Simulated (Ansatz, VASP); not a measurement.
**WS2 in VASP and in Ansatz**

INCAR

```
SYSTEM = WS2
ALGO     = Normal         ! electronic algorithm
EDIFF    = 1E-6           ! SCF threshold, eV
ENCUT    = 520            ! plane-wave cutoff, eV
GGA      = PE             ! functional
ISIF     = 2              ! what is computed and relaxed
ISMEAR   = -1             ! smearing method
LASPH    = .TRUE.         ! aspherical terms in the spheres
LCHARG   = .FALSE.        ! write CHGCAR
LREAL    = .FALSE.        ! projectors in reciprocal space
LWAVE    = .FALSE.        ! write WAVECAR
NBANDS   = 20             ! bands
NELM     = 100            ! most SCF steps
PREC     = Accurate       ! precision mode
SIGMA    = 0.05           ! smearing width, eV
```

The input KPOINTS:

```
k-points
0
G
  10 10 10
  0 0 0
```

The input POSCAR:

```
WS2
1.0
    1.5684023653      0.9055175278      6.1219674337
   -1.5684023653      0.9055175278      6.1219674337
    0.0000000000     -1.8110350555      6.1219674337
W S
1 2
Direct
    0.0000000000      0.0000000000      0.0000000000
    0.5810000000      0.5810000000      0.5810000000
    0.7503000000      0.7503000000      0.7503000000
```

input.yaml

```yaml
crystal:
  lattice:
    - [1.5684023653, 0.9055175278, 6.1219674337]
    - [-1.5684023653, 0.9055175278, 6.1219674337]
    - [0.0, -1.8110350555, 6.1219674337]
  atoms:
    - { symbol: W, position: [0.0, 0.0, 0.0] }
    - { symbol: S, position: [0.581, 0.581, 0.581] }
    - { symbol: S, position: [0.7503, 0.7503, 0.7503] }
kpoints:
  mp_grid: { grid: [10, 10, 10] }
scf:
  occupations: { method: fermi_dirac, width: 0.05 }
hamiltonian:
  xc: pbe
  pseudopotentials: { kind: all_electron, lapw: { basis_error: 0.001 } }
output:
  forces: true
  stress: true
  eigenvalues: true
```

Change from the starting cell: volume scaled by 0.98.

Alike in both runs: task single point; functional PBE; k mesh 10 × 10 × 10; occupations fermi-dirac, width 0.05 eV; no spin polarisation.

|  | VASP | Ansatz |
| --- | --- | --- |
| version | VASP 6.6.1 | Ansatz 0.2.0 |
| potentials or method | VASP PAW PBE potentials, release 64 (W_sv, S), cutoff 520 eV | all-electron LAPW, scalar-relativistic |

```tsv
	VASP	Ansatz	Ansatz less VASP
gap on the k mesh at the Fermi level (eV)	1.06	1.05	-0.013
least direct gap on the mesh (eV)	2.30	2.30	-0.004
pressure (GPa)	8.3	8.3	+0.09
traceless stress, the component that is largest in VASP (GPa)	0.55	0.54	-0.009
rms of the force components (eV/Å)	0.377	0.377	-0.0001
```

Atom by atom the forces differ by 0.000 eV/Å (rms over components). Ansatz ran all-electron here, and VASP with PAW potentials.

Spin-orbit coupling is off throughout.
